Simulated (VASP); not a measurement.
Here is a VASP 6.6.1 calculation.

The input INCAR:

```
  PREC = Accurate
  ENCUT = 820
  EDIFF = 1E-6
  ISMEAR = 0
  SIGMA = 0.15
  LREAL = F
  LASPH = T
  NELM = 120
  ALGO = Normal
  ISIF = 2
  LWAVE = F
  LCHARG = F
  NBANDS = 16
  GGA_COMPAT = F
```

Contents of KPOINTS:

```
Automatic mesh
0
Gamma
  24 24 24
```

Contents of POSCAR:

```
Cu
1.0
   -1.3892284186      1.3892284186      1.4724432009
    1.3892284186     -1.3892284186      1.4724432009
    1.3892284186      1.3892284186     -1.4724432009
Cu
1
Direct
    0.0000000000      0.0000000000      0.0000000000
```

Potentials or basis: VASP PAW LDA potentials, release 64 (Cu_sv_GW).

Launch:

```console
$ cat potpaw_LDA.64/Cu_sv_GW/POTCAR > POTCAR
$ mpirun -np 1 vasp_std > vasp.out
```

Question: Predict the band gap on the k mesh.

Answer: Zero (an odd number of electrons rules out a gap without spin polarisation).

Question: Predict the pressure.

Answer: -7.2 GPa.

Stress tensor (GPa, compression positive):
```
-7.62  0.00  0.00
 0.00 -7.62  0.00
 0.00  0.00 -6.49
```

Caveat: the cell stands under tension.
